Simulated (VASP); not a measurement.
# Ge4As (Pmmm) in VASP: single point with PBE

Aim: the single point of Ge4As with PBE.

Everything below comes from runs of VASP 6.6.1. Logs are shortened: lines on timing, memory, paths and dates and some standing lists are left out, and cuts for length are marked.

## (1) The cell of the first run

It takes space group Pmmm (No. 47, orthorhombic). Conventional cell: a = 4.153 Å, b = 4.376 Å, c = 6.672 Å, α = 90.00°, β = 90.00°, γ = 90.00°. Ge (site symmetry m) has 3 Ge at 2.04 to 2.76 Å and 2 As at 2.79 Å within 2.8 Å. As (site symmetry mmm) has 8 Ge at 2.79 Å within 3.7 Å.

The cell was generated, and may not be a known phase.

## (2) Single point, PBE

Contents of INCAR:

```
ALGO = Normal ; EDIFF = 1E-7
ENCUT = 520 ; GGA = PE
ISIF = 2 ; ISMEAR = 0
LASPH = True ; LCHARG = False
LREAL = False ; LWAVE = False
NBANDS = 38 ; NELM = 100
PREC = Accurate ; SIGMA = 0.1
```

Contents of KPOINTS:

```
k-points
0
Gamma
  4 4 4
```

Contents of POSCAR:

```
Ge4As
1.0
    4.1531541500      0.0000000000      0.0000000000
    0.0000000000      4.3758709700      0.0000000000
    0.0000000000      0.0000000000      6.6722730900
Ge As
4 1
Direct
    0.2450671700      0.0000000000      0.7067362300
    0.2450671700      0.0000000000      0.2932637700
    0.7549328300      0.0000000000      0.7067362300
    0.7549328300      0.0000000000      0.2932637700
    0.5000000000      0.5000000000      0.5000000000
```

Potentials or basis: VASP PAW PBE potentials, release 64 (Ge_d, As).

On the command line:

```
> cat potpaw_PBE.64/Ge_d/POTCAR potpaw_PBE.64/As/POTCAR > POTCAR
> mpirun -np 1 vasp_std > vasp.out
```

OUTCAR:

```text
EDIFF = 1E-7
   ENCUT = 520
   GGA = PE
   ISIF = 2
   ISMEAR = 0
   LASPH = True
   LREAL = False
   NELM = 100
   PREC = Accurate

 ion  position               nearest neighbor table
   1  0.245  0.000  0.707-   3 2.04   3 2.12   2 2.76   5 2.79   5 2.79
   2  0.245  0.000  0.293-   4 2.04   4 2.12   1 2.76   5 2.79   5 2.79
   3  0.755  0.000  0.707-   1 2.04   1 2.12   4 2.76   5 2.79   5 2.79
   4  0.755  0.000  0.293-   2 2.04   2 2.12   3 2.76   5 2.79   5 2.79
   5  0.500  0.500  0.500-   1 2.79   2 2.79   3 2.79   4 2.79   1 2.79   2 2.79   3 2.79   4 2.79

  LATTYP: Found a simple orthorhombic cell.
 ALAT       =     4.1531541500
 B/A-ratio  =     1.0536259460
 C/A-ratio  =     1.6065556079

  Lattice vectors:

 A1 = (   4.1531541500,   0.0000000000,   0.0000000000)
 A2 = (   0.0000000000,   4.3758709700,   0.0000000000)
 A3 = (   0.0000000000,   0.0000000000,   6.6722730900)

Analysis of symmetry for initial positions (statically):
=====================================================================
 Subroutine PRICEL returns:
 Original cell was already a primitive cell.

 Routine SETGRP: Setting up the symmetry group for a
 simple orthorhombic supercell.

 Subroutine GETGRP returns: Found  8 space group operations
 (whereof  8 operations were pure point group operations)
 out of a pool of  8 trial point group operations.

The static configuration has the point symmetry D_2h.

Analysis of symmetry for dynamics (positions and initial velocities):
=====================================================================
 Subroutine PRICEL returns:
 Original cell was already a primitive cell.

 Routine SETGRP: Setting up the symmetry group for a
 simple orthorhombic supercell.

 Subroutine GETGRP returns: Found  8 space group operations
 (whereof  8 operations were pure point group operations)
 out of a pool of  8 trial point group operations.

The dynamic configuration has the point symmetry D_2h.

 Subroutine INISYM returns: Found  8 space group operations
 (whereof  8 operations are pure point group operations),
 and found     1 'primitive' translations

----------------------------------------------------------------------------------------

                                     Primitive cell

  volume of cell :     121.2597

  direct lattice vectors                    reciprocal lattice vectors
     4.153154150  0.000000000  0.000000000     0.240780853  0.000000000  0.000000000
     0.000000000  4.375870970  0.000000000     0.000000000  0.228525934  0.000000000
     0.000000000  0.000000000  6.672273090     0.000000000  0.000000000  0.149873961

  length of vectors
     4.153154150  4.375870970  6.672273090     0.240780853  0.228525934  0.149873961

  position of ions in fractional coordinates (direct lattice)
     0.245067170  0.000000000  0.706736230
     0.245067170  0.000000000  0.293263770
     0.754932830  0.000000000  0.706736230
     0.754932830  0.000000000  0.293263770
     0.500000000  0.500000000  0.500000000

  ion indices of the primitive-cell ions
   primitive index   ion index
                 1           1
                 2           2
                 3           3
                 4           4
                 5           5

----------------------------------------------------------------------------------------

 KPOINTS: k-points

Automatic generation of k-mesh.
 Grid dimensions read from file:
 generate k-points for:    4    4    4

 Generating k-lattice:

  Cartesian coordinates                     Fractional coordinates (reciprocal lattice)
     0.060195213  0.000000000  0.000000000     0.250000000  0.000000000  0.000000000
     0.000000000  0.057131483  0.000000000     0.000000000  0.250000000  0.000000000
     0.000000000  0.000000000  0.037468490     0.000000000  0.000000000  0.250000000

  Length of vectors
     0.060195213  0.057131483  0.037468490

  Shift w.r.t. Gamma in fractional coordinates (k-lattice)
     0.000000000  0.000000000  0.000000000

 Subroutine IBZKPT returns following result:
 ===========================================

 Found     27 irreducible k-points:

 Following reciprocal coordinates:
            Coordinates               Weight
  0.000000  0.000000  0.000000      1.000000
  0.250000  0.000000  0.000000      2.000000
  0.500000  0.000000  0.000000      1.000000
  0.000000  0.250000  0.000000      2.000000
  0.250000  0.250000  0.000000      4.000000
  0.500000  0.250000  0.000000      2.000000
[... 16 lines left out ...]
  0.250000  0.250000  0.500000      4.000000
  0.500000  0.250000  0.500000      2.000000
 [... further k-points ...]
   k-points           NKPTS =     27   k-points in BZ     NKDIM =     27   number of bands    NBANDS=     38
   number of dos      NEDOS =    301   number of ions     NIONS =      5
   total plane-waves  NPLWV =  57600
   dimension x,y,z NGX =    32 NGY =   36 NGZ =   50
   dimension x,y,z NGXF=    64 NGYF=   72 NGZF=  100
   ions per type =               4   1
   NGX,Y,Z   is equivalent  to a cutoff of  12.81, 13.68, 12.46 a.u.
   NGXF,Y,Z  is equivalent  to a cutoff of  25.62, 27.35, 24.92 a.u.
 SYSTEM =  unknown system
   PREC   = accura    normal or accurate (medium, high low for compatibility)
   ISTART =      0    job   : 0-new  1-cont  2-samecut
   ICHARG =      2    charge: 1-file 2-atom 10-const
   ISPIN  =      1    spin polarized calculation?
   LNONCOLLINEAR =      F non collinear calculations
   LSORBIT =      F    spin-orbit coupling
   LASPH  =      T    aspherical Exc in radial PAW
   ENCUT  =  520.0 eV  38.22 Ry    6.18 a.u.   7.72  8.14 12.41*2*pi/ulx,y,z
   NELM   =    100;   NELMIN=  2; NELMDL= -5     # of ELM steps
   EDIFF  = 0.1E-06   stopping-criterion for ELM
   LREAL  =      F    real-space projection
   EDIFFG = 0.1E-05   stopping-criterion for IOM
   NSW    =      0    number of steps for IOM
   IBRION =     -1    ionic relax: 0-MD 1-quasi-New 2-CG
   NFREE  =      0    steps in history (QN), initial steepest desc. (CG)
   ISIF   =      2    stress and relaxation
   ISYM   =      2    0-nonsym 1-usesym 2-fastsym
   POTIM  = 0.5000    time-step for ionic-motion
   TEBEG  =    0.0;   TEEND  =   0.0 temperature during run
   PSTRESS=    0.0 pullay stress
   NELECT =      61.0000    total number of electrons
   NUPDOWN=      -1.0000    fix difference up-down
   EMIN   =  10.00;   EMAX   =-10.00  energy-range for DOS
   EFERMI =   0.00;   METHOD = LEGACY
   ISMEAR =     0;   SIGMA  =   0.10  broadening in eV -4-tet -1-fermi 0-gaus
   EFERMI_NEDOS =   21; number of points for ismear=-14 and -15
   IALGO  =     38    algorithm
   IMIX   =      4    mixing-type and parameters
     AMIX     =   0.40;   BMIX     =  1.00
     AMIX_MAG =   1.60;   BMIX_MAG =  1.00
  volume/ion in A,a.u.               =      24.25       163.66
  Fermi-wavevector in a.u.,A,eV,Ry     =   1.302005  2.460433 23.064828  1.695217
  Thomas-Fermi vector in A             =   2.433101
   LORBIT       =      0    0 simple, 1 ext, 2 COOP (PROOUT), +10 PAW based schemes
   GGA     = PE    functional components
   LHFCALC =     F    Hartree Fock is set to
   AEXX    =    0.0000 exact exchange contribution
   IVDW    =     0    specifies the selected vdW correction
   LEPSILON=     F    determine dielectric tensor
   LRPA    =     F    only Hartree local field effects (RPA)
 non-spin polarized calculation
 Gauss-broadening in eV      SIGMA  =   0.10
  energy-cutoff  :      520.00
  volume of cell :      121.26
 maximum number of plane-waves:      3283
 NGX is ok and might be reduce to    32
   NGX = 15   NGY = 17   NGZ = 25

 number of electron      61.0000023 magnetization

 Free energy of the ion-electron system (eV)
  ---------------------------------------------------
  ext. energy  EPLUGINS =         0.00000000
  ---------------------------------------------------
  free energy    TOTEN  =       -15.17279392 eV

  energy without entropy =      -15.15683715  energy(sigma->0) =      -15.16481554

 E-fermi :   4.2398     XC(G=0):  -9.2684

 val. band max:        4.2149777516   @ k =   0.0000   0.2500   0.5000
 cond. band min:       4.2497933875   @ k =   0.0000   0.5000   0.2500
 fundamental gap:      0.0348156359
 Fermi energy:         4.2397848158

 k-point     1 :       0.0000    0.0000    0.0000
  band No.  band energies     occupation
      1     -21.8794      2.00000
      2     -21.8684      2.00000
      3     -21.2941      2.00000
      4     -21.2726      2.00000
      5     -21.2645      2.00000
      6     -21.2360      2.00000
[... 30 lines left out ...]
     37       8.3379      0.00000
     38       9.1912      0.00000

 k-point     2 :       0.2500    0.0000    0.0000
  band No.  band energies     occupation
      1     -21.6633      2.00000
      2     -21.6497      2.00000
      3     -21.2008      2.00000
      4     -21.1813      2.00000
      5     -21.1739      2.00000
      6     -21.1477      2.00000
[... 30 lines left out ...]
     37       8.2781      0.00000
     38       9.4120      0.00000

 k-point     3 :       0.5000    0.0000    0.0000
  band No.  band energies     occupation
      1     -21.2233      2.00000
      2     -21.2027      2.00000
      3     -21.0267      2.00000
      4     -21.0071      2.00000
      5     -21.0038      2.00000
      6     -20.9917      2.00000
[... 30 lines left out ...]
     37       9.7026      0.00000
     38       9.9829      0.00000

 k-point     4 :       0.0000    0.2500    0.0000
  band No.  band energies     occupation
      1     -21.8794      2.00000
      2     -21.8683      2.00000
      3     -21.2940      2.00000
      4     -21.2734      2.00000
      5     -21.2651      2.00000
      6     -21.2360      2.00000
[... 30 lines left out ...]
     37       9.2273      0.00000
     38       9.2843      0.00000
[... 703 lines left out ...]
      4     -21.2733      2.00000
      5     -21.2652      2.00000
      6     -21.2374      2.00000
[... 30 lines left out ...]
     37       9.2084      0.00000
     38       9.3282      0.00000

 k-point    23 :       0.2500    0.2500    0.5000
  band No.  band energies     occupation
      1     -21.6629      2.00000
      2     -21.6499      2.00000
      3     -21.1995      2.00000
      4     -21.1819      2.00000
      5     -21.1746      2.00000
      6     -21.1490      2.00000
[... 30 lines left out ...]
     37       8.6232      0.00000
     38       8.8656      0.00000

 k-point    24 :       0.5000    0.2500    0.5000
  band No.  band energies     occupation
      1     -21.2225      2.00000
      2     -21.2030      2.00000
      3     -21.0257      2.00000
      4     -21.0061      2.00000
      5     -21.0040      2.00000
      6     -20.9919      2.00000
[... 30 lines left out ...]
     37      10.5825      0.00000
     38      11.0190      0.00000

 [... further k-points ...]

------------------------ aborting loop because EDIFF is reached ----------------------------------------

  FORCE on cell =-STRESS in cart. coord.  units (eV):
  Direction    XX          YY          ZZ          XY          YZ          ZX
  --------------------------------------------------------------------------------------
  -------------------------------------------------------------------------------------
  Total       49.7280420      3.6620298      0.0314318      0.0000000      0.0000000      0.0000000
  in kB      657.0456890     48.3855952      0.4153020      0.0000000      0.0000000      0.0000000
  external PRESSURE =     235.2821954 kB  Pullay stress =       0.0000000 kB

 VOLUME and BASIS-vectors are now :
 -----------------------------------------------------------------------------
  energy-cutoff  :      520.00
  volume of cell :      121.26
      direct lattice vectors                 reciprocal lattice vectors
     4.153154150  0.000000000  0.000000000     0.240780853  0.000000000  0.000000000
     0.000000000  4.375870970  0.000000000     0.000000000  0.228525934  0.000000000
     0.000000000  0.000000000  6.672273090     0.000000000  0.000000000  0.149873961

 POSITION                                       TOTAL-FORCE (eV/Angst)
 -----------------------------------------------------------------------------------
      1.01780      0.00000      4.71554         1.846525      0.000000      0.356235
      1.01780      0.00000      1.95674         1.846525      0.000000     -0.356235
      3.13535      0.00000      4.71554        -1.846525     -0.000000      0.356235
      3.13535      0.00000      1.95674        -1.846525     -0.000000     -0.356235
      2.07658      2.18794      3.33614         0.000000      0.000000      0.000000
 -----------------------------------------------------------------------------------
    total drift:                               -0.000000      0.000000     -0.000000

  FREE ENERGIE OF THE ION-ELECTRON SYSTEM (eV)
  ---------------------------------------------------
  free  energy   TOTEN  =       -15.1727939201 eV

  energy  without entropy=      -15.1568371540  energy(sigma->0) =      -15.16481554
```

It took 4.1 min on 1 thread of AMD EPYC 7R13, shared host; peak memory 0.25 GiB.

What came out:

```yaml
Free_energy: -15.1728 eV
Pressure: 23.5 GPa
Largest_force: 1.881 eV/Å
Band_gap_on_the_k_mesh: zero (an odd number of electrons rules out a gap without spin polarisation)
```

Forces on the atoms (eV/Å):
```
Ge   1.847  0.000  0.356
Ge   1.847  0.000 -0.356
Ge  -1.847  0.000  0.356
Ge  -1.847  0.000 -0.356
As   0.000  0.000  0.000
```

Caveat: the k points lie up to 0.38 Å⁻¹ apart, too coarse for converged energies and pressures of a metal; forces of over 1 eV/Å act on the atoms, so gaps and moduli don't describe the material at rest.

The gap in the log of VASP goes by the Fermi energy; the results here count the filled bands.